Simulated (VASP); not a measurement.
The system is SrTe.

```
Sr Te
1.0
     0.00000    3.35276    3.35276
     3.35276    0.00000    3.35276
     3.35276    3.35276    0.00000
Sr Te
1 1
Direct
  0.00000 0.00000 0.00000
  0.50000 0.50000 0.50000
```

Base run:

| Property | Result |
| --- | --- |
| Program | VASP 6.6.1 |
| Functional | r2SCAN |
| Potentials or basis | VASP PAW PBE potentials, release 64 (Sr_sv, Te) |
| Cutoff | 550 eV |
| k mesh | 6 × 6 × 6 |
| Occupations | gaussian, width 0.01 eV |
| Spin | no spin polarisation |

Its results: band gap on the k mesh 2.14 eV, indirect (least direct gap 2.89 eV); pressure 0.1 GPa.

The run is repeated on the same cell with these changes: functional from r2SCAN to PBE; cutoff from 550 eV to 500 eV. What comes out?

Band gap on the k mesh 1.75 eV, indirect (least direct gap 2.47 eV); pressure 0.3 GPa.

r2SCAN gives the wider gap, since meta-GGAs in the generalised Kohn-Sham scheme recover part of the derivative discontinuity.

Caveats: spin-orbit coupling is left out, which moves the levels of the heavy elements; the PAW data sets were made with another functional, which shifts forces and pressure a little (some runs).

A k mesh can miss the band edges.
